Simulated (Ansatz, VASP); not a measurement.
PtS2 in VASP and in Ansatz

```
Pt S
1.0
     3.45140    0.00000    0.00000
    -1.72570    2.98900    0.00000
     0.00000    0.00000    6.49664
Pt S
1 2
Direct
  0.00000 0.00000 0.00000
  0.33333 0.66667 0.20003
  0.66667 0.33333 0.79997
```

Alike in both runs: functional PBE; k mesh 9 × 9 × 4; occupations gaussian, width 0.05 eV; no spin polarisation.

Ansatz relaxed the structure, and its values are those at the end. VASP's run is a single point on that final structure, the one shown.

|  | VASP | Ansatz |
| --- | --- | --- |
| version | VASP 6.6.1 | Ansatz 0.2.0 |
| potentials or method | VASP PAW PBE potentials, release 64 (Pt_sv_GW, S), cutoff 570 eV | scalar-relativistic, plane waves, PAW |
| valence electrons in the cell | 30 | 30 |

|  | VASP | Ansatz | Ansatz less VASP |
| --- | --- | --- | --- |
| gap on the k mesh at the Fermi level (eV) | 1.56 | 1.56 | -0.002 |
| least direct gap on the mesh (eV) | 1.67 | 1.66 | -0.006 |
| pressure (GPa) | 3.7 | 4.4 | +0.66 |
| rms of the force components (eV/Å) | 0.014 | 0.001 | -0.0133 |

The functional is the same, so the differences come from potentials, cutoffs and numerics. Ansatz's warnings: stress scf threshold loose.

Neither program's run includes spin-orbit coupling.
